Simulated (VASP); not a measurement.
# AgBr (Fm-3m) in VASP: a series of runs, part 2 of 2

VASP 6.6.1. Earlier steps stand in the parts before.

## 4. Electric field gradients, PBE

This run uses another cell than the first one, of 24.04 Å³/atom, 1.053 times its volume.

INCAR reads:

```
PREC     = Accurate       # precision mode
ENCUT    = 400            # plane-wave cutoff, eV
EDIFF    = 1E-8           # SCF threshold, eV
ISMEAR   = -1             # smearing method
SIGMA    = 0.02           # smearing width, eV
LREAL    = F              # projectors in reciprocal space
LASPH    = T              # aspherical terms in the spheres
NELM     = 120            # most SCF steps
ALGO     = Normal         # electronic algorithm
ISIF     = 2              # what is computed and relaxed
LWAVE    = F              # write WAVECAR
LCHARG   = F              # write CHGCAR
GGA      = PE             # functional
LEFG     = T            
NBANDS   = 16             # bands
GGA_COMPAT= F
```

KPOINTS reads:

```
regular mesh
0
Gamma
  7 7 7
```

POSCAR reads:

```
AgBr
1.0
    0.0000000000      2.8860500000      2.8860500000
    2.8860500000      0.0000000000      2.8860500000
    2.8860500000      2.8860500000      0.0000000000
Ag Br
1 1
Direct
    0.5000000000      0.5000000000      0.5000000000
    0.0000000000      0.0000000000      0.0000000000
```

Potentials or basis: VASP PAW PBE potentials, release 64 (Ag, Br).

Run with:

```bash
cat potpaw_PBE.64/Ag/POTCAR potpaw_PBE.64/Br/POTCAR > POTCAR
mpirun -np 1 vasp_std > vasp.out
```

OUTCAR:

```text
PREC = Accurate
   ENCUT = 400
   EDIFF = 1E-8
   ISMEAR = -1
   LREAL = F
   LASPH = T
   NELM = 120
   ISIF = 2
   GGA = PE

 ion  position               nearest neighbor table
   1  0.500  0.500  0.500-   2 2.89   2 2.89   2 2.89   2 2.89   2 2.89   2 2.89
   2  0.000  0.000  0.000-   1 2.89   1 2.89   1 2.89   1 2.89   1 2.89   1 2.89

  LATTYP: Found a face centered cubic cell.
 ALAT       =     5.7721000000

  Lattice vectors:

 A1 = (   0.0000000000,   2.8860500000,   2.8860500000)
 A2 = (   2.8860500000,   0.0000000000,   2.8860500000)
 A3 = (   2.8860500000,   2.8860500000,   0.0000000000)

Analysis of symmetry for initial positions (statically):
=====================================================================
 Subroutine PRICEL returns:
 Original cell was already a primitive cell.

 Routine SETGRP: Setting up the symmetry group for a
 face centered cubic supercell.

 Subroutine GETGRP returns: Found 48 space group operations
[... 559 lines left out ...]
  volume of cell :       48.08
      direct lattice vectors                 reciprocal lattice vectors
     0.000000000  2.886050000  2.886050000    -0.173247172  0.173247172  0.173247172
     2.886050000  0.000000000  2.886050000     0.173247172 -0.173247172  0.173247172
     2.886050000  2.886050000  0.000000000     0.173247172  0.173247172 -0.173247172

 POSITION                                       TOTAL-FORCE (eV/Angst)
 -----------------------------------------------------------------------------------
      2.88605      2.88605      2.88605         0.000000      0.000000     -0.000000
      0.00000      0.00000      0.00000        -0.000000     -0.000000      0.000000
 -----------------------------------------------------------------------------------
    total drift:                                0.000000      0.000000      0.000000

  FREE ENERGIE OF THE ION-ELECTRON SYSTEM (eV)
  ---------------------------------------------------
  free  energy   TOTEN  =        -4.9917389424 eV

  energy  without entropy=       -4.9917389422  energy(sigma->0) =       -4.99173894

 Electric field gradients (V/A^2)
---------------------------------------------------------------------
 ion       V_xx      V_yy      V_zz      V_xy      V_xz      V_yz
---------------------------------------------------------------------
   1      -0.000    -0.000    -0.000    -0.001    -0.001    -0.001
   2      -0.000     0.000    -0.000     0.000     0.000     0.000
---------------------------------------------------------------------

 Electric field gradients after diagonalization (V/A^2)
 (convention: |V_zz| > |V_xx| > |V_yy|)
----------------------------------------------------------------------
 ion       V_xx      V_yy      V_zz     asymmetry (V_yy - V_xx)/ V_zz
----------------------------------------------------------------------
   1       0.001     0.001    -0.003       0.000
   2      -0.000    -0.000     0.001       0.000
----------------------------------------------------------------------

           NMR quadrupolar parameters

 Cq : quadrupolar parameter    Cq=e*Q*V_zz/h
 eta: asymmetry parameters     (V_yy - V_xx)/ V_zz
 Q  : nuclear electric quadrupole moment in mb (millibarn)
----------------------------------------------------------------------
 ion       Cq(MHz)       eta       Q (mb)
----------------------------------------------------------------------
   1      -0.000       0.000       1.000
   2       0.000       0.000       1.000
----------------------------------------------------------------------
```

OSZICAR:

```text
N       E                     dE             d eps       ncg     rms          rms(c)
DAV:   1     0.734578007399E+02    0.73458E+02   -0.73540E+03   648   0.816E+02
DAV:   2    -0.299218300701E+01   -0.76450E+02   -0.70827E+02   800   0.185E+02
DAV:   3    -0.510195845527E+01   -0.21098E+01   -0.21047E+01   760   0.309E+01
DAV:   4    -0.510978577216E+01   -0.78273E-02   -0.78270E-02   832   0.218E+00
DAV:   5    -0.510985475488E+01   -0.68983E-04   -0.68983E-04   784   0.196E-01    0.572E+00
DAV:   6    -0.499591867404E+01    0.11394E+00   -0.17826E-01   760   0.595E+00    0.375E+00
DAV:   7    -0.499162281222E+01    0.42959E-02   -0.60941E-02   736   0.162E+00    0.154E+00
DAV:   8    -0.499167936918E+01   -0.56557E-04   -0.40480E-03   736   0.626E-01    0.256E-01
DAV:   9    -0.499170937513E+01   -0.30006E-04   -0.48815E-04   792   0.228E-01    0.344E-02
DAV:  10    -0.499173243950E+01   -0.23064E-04   -0.35780E-05   816   0.748E-02    0.211E-02
DAV:  11    -0.499173918700E+01   -0.67475E-05   -0.12948E-05   744   0.282E-02    0.590E-03
DAV:  12    -0.499173900247E+01    0.18453E-06   -0.85761E-07   752   0.840E-03    0.213E-03
DAV:  13    -0.499173895059E+01    0.51877E-07   -0.14912E-07   752   0.342E-03    0.320E-04
DAV:  14    -0.499173894236E+01    0.82277E-08   -0.15348E-08   744   0.932E-04
   1 F= -.49917389E+01 E0= -.49917389E+01  d E =-.196762E-09
```

It took 6.8 s on 1 thread of Intel Xeon 6975P-C (Granite Rapids), shared host; peak memory 0.15 GiB.

Results:

```
Free energy            : -4.9917 eV
Pressure               : 1.3 GPa
Band gap on the k mesh : 0.74 eV, indirect (least direct gap 2.55 eV)
```

Caveat: without QUAD_EFG the Cq values of the log hold for a quadrupole moment of 1 mb, not for the nuclei.

## 5. Electric field gradients, PBE

This run uses another cell than the first one, of 24.04 Å³/atom, 1.053 times its volume.

INCAR reads:

```
SYSTEM = AgBr
  PREC = Accurate
  ENCUT = 400
  EDIFF = 1E-8
  ISMEAR = -1
  SIGMA = 0.02
  LREAL = .False.
  LASPH = .True.
  NELM = 120
  ALGO = Normal
  ISIF = 2
  LWAVE = .False.
  LCHARG = .False.
  GGA = PE
  LEFG = .True.
  NBANDS = 16
  GGA_COMPAT = .False.
```

KPOINTS reads:

```
Automatic mesh
0
Gamma
  7 7 7
  0 0 0
```

POSCAR is that of step 4.

Potentials or basis: VASP PAW PBE potentials, release 64 (Ag, Br).

Run with:

```bash
cat potpaw_PBE.64/Ag/POTCAR potpaw_PBE.64/Br/POTCAR > POTCAR
mpirun -np 1 vasp_std > vasp.out
```

OUTCAR:

```text
SYSTEM = AgBr
   PREC = Accurate
   ENCUT = 400
   EDIFF = 1E-8
   ISMEAR = -1
   LREAL = .False.
   LASPH = .True.
   NELM = 120
   ISIF = 2
   GGA = PE

 ion  position               nearest neighbor table
   1  0.500  0.500  0.500-   2 2.89   2 2.89   2 2.89   2 2.89   2 2.89   2 2.89
   2  0.000  0.000  0.000-   1 2.89   1 2.89   1 2.89   1 2.89   1 2.89   1 2.89

  LATTYP: Found a face centered cubic cell.
 ALAT       =     5.7721000000

  Lattice vectors:

 A1 = (   0.0000000000,   2.8860500000,   2.8860500000)
[... 585 lines left out ...]
  ---------------------------------------------------
  free  energy   TOTEN  =        -4.9917389424 eV

  energy  without entropy=       -4.9917389422  energy(sigma->0) =       -4.99173894

 Electric field gradients (V/A^2)
---------------------------------------------------------------------
 ion       V_xx      V_yy      V_zz      V_xy      V_xz      V_yz
---------------------------------------------------------------------
   1      -0.000    -0.000    -0.000    -0.001    -0.001    -0.001
   2      -0.000     0.000    -0.000     0.000     0.000     0.000
---------------------------------------------------------------------

 Electric field gradients after diagonalization (V/A^2)
 (convention: |V_zz| > |V_xx| > |V_yy|)
----------------------------------------------------------------------
 ion       V_xx      V_yy      V_zz     asymmetry (V_yy - V_xx)/ V_zz
----------------------------------------------------------------------
   1       0.001     0.001    -0.003       0.000
   2      -0.000    -0.000     0.001       0.000
----------------------------------------------------------------------

           NMR quadrupolar parameters

 Cq : quadrupolar parameter    Cq=e*Q*V_zz/h
 eta: asymmetry parameters     (V_yy - V_xx)/ V_zz
 Q  : nuclear electric quadrupole moment in mb (millibarn)
----------------------------------------------------------------------
 ion       Cq(MHz)       eta       Q (mb)
----------------------------------------------------------------------
   1      -0.000       0.000       1.000
   2       0.000       0.000       1.000
----------------------------------------------------------------------
```

stdout:

```text
POSCAR found type information on POSCAR AgBr
 POSCAR found :  2 types and       2 ions
 scaLAPACK will be used
 LDA part: xc-table for (Slater+PW92), standard interpolation
 POSCAR, INCAR and KPOINTS ok, starting setup
 FFT: planning ... GRIDC
 FFT: planning ... GRID_SOFT
 FFT: planning ... GRID
 WAVECAR not read
 entering main loop
ion   1

ion   2
```

Wall time 7.1 s (1 thread of Intel Xeon 6975P-C (Granite Rapids), shared host); peak memory 0.15 GiB.

Results:

```yaml
Free_energy: -4.9917 eV
Pressure: 1.3 GPa
Band_gap_on_the_k_mesh: 0.74 eV, indirect (least direct gap 2.55 eV)
```

Caveat: without QUAD_EFG the Cq values of the log hold for a quadrupole moment of 1 mb, not for the nuclei. A k mesh can miss the band edges.

## 6. The runs side by side

```csv
cell,gap on the mesh (eV),pressure (GPa)
"a = 4.012 Å, angles 60.0°, 2 atoms",0.75,4.0
"a = 4.047 Å, angles 60.0°, 2 atoms",0.74,2.5
"a = 4.081 Å, angles 60.0°, 2 atoms",0.74,1.3
```

Alike in all rows: task electric field gradients; level PBE; potentials or basis VASP PAW PBE potentials, release 64 (Ag, Br); no spin polarisation; k mesh 7 × 7 × 7; cutoff (eV) 400; smearing fermi-dirac 0.02 eV.

Absolute energies hang on the potentials; compare differences alone.
